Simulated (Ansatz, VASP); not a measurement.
# AlN in VASP and in Ansatz

```
Al N
1.0
     0.11577    1.96841    2.07553
     2.02385   -0.08142    2.27272
     2.12861    2.27036   -0.18618
Al N
1 1
Direct
  0.98881 0.96992 0.97495
  0.76119 0.78008 0.77505
```

Change from the starting cell: all atoms moved at random, sigma 0.1 Å a component, cell strained at random, sigma 0.1; relaxed back.

Alike in both runs: task relaxation of the atoms; functional PBE; k mesh 8 × 8 × 8; occupations gaussian, width 0.05 eV; no spin polarisation.

```csv
,VASP,Ansatz
version,VASP 6.6.1,Ansatz 0.2.0
potentials or method,"VASP PAW PBE potentials, release 64 (Al, N), cutoff 520 eV","scalar-relativistic, plane waves, PAW"
valence electrons in the cell,8,8
```

|  | VASP | Ansatz | Ansatz less VASP |
| --- | --- | --- | --- |
| gap on the k mesh at the Fermi level, each at its own relaxed structure (eV) | 0.61 | 1.37 | +0.769 |

Ansatz's warnings: stress scf threshold loose.
